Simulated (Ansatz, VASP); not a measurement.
**CrPAu3 in VASP and in Ansatz**

```
CELL_PARAMETERS angstrom
4.30557 0.00000 0.00000
0.00000 4.30557 0.00000
0.00000 0.00000 4.30557
ATOMIC_POSITIONS crystal
Cr 0.00000 0.00000 0.00000
P 0.50000 0.50000 0.50000
Au 0.00000 0.50000 0.50000
Au 0.50000 0.00000 0.50000
Au 0.50000 0.50000 0.00000
```

Alike in both runs: task single point; functional PBE; k mesh 4 × 4 × 4; occupations gaussian, width 0.1 eV; collinear spin.

|  | VASP | Ansatz |
| --- | --- | --- |
| version | VASP 6.6.1 | Ansatz 0.2.0 |
| potentials or method | VASP PAW PBE potentials, release 64 (Cr_pv, P, Au), cutoff 520 eV | scalar-relativistic, plane waves, PAW |
| valence electrons in the cell | 50 | 76 |

VASP gave:

```
gap on the k mesh at the Fermi level (eV)                     : none
net moment per atom (μB)                                      : 0.83
size of the moment on the site where the two differ most (μB) : 3.85
```

Task: What did Ansatz give for the same quantities?

Result: gap on the k mesh at the Fermi level (eV): none; net moment per atom (μB): 0.83; size of the moment on the site where the two differ most (μB): 3.95.

Site moments also hang on the region over which each program counts them. A gap of «none» marks a metal or a gap that the smearing closes. The functional is the same, so the differences come from potentials, cutoffs and numerics. VASP's potentials hold 50 valence electrons a cell and Ansatz's 76, so a difference there can come from the potentials and not from the codes.

The k mesh is coarse, so the values compare programs but aren't converged. Neither program's run includes spin-orbit coupling.
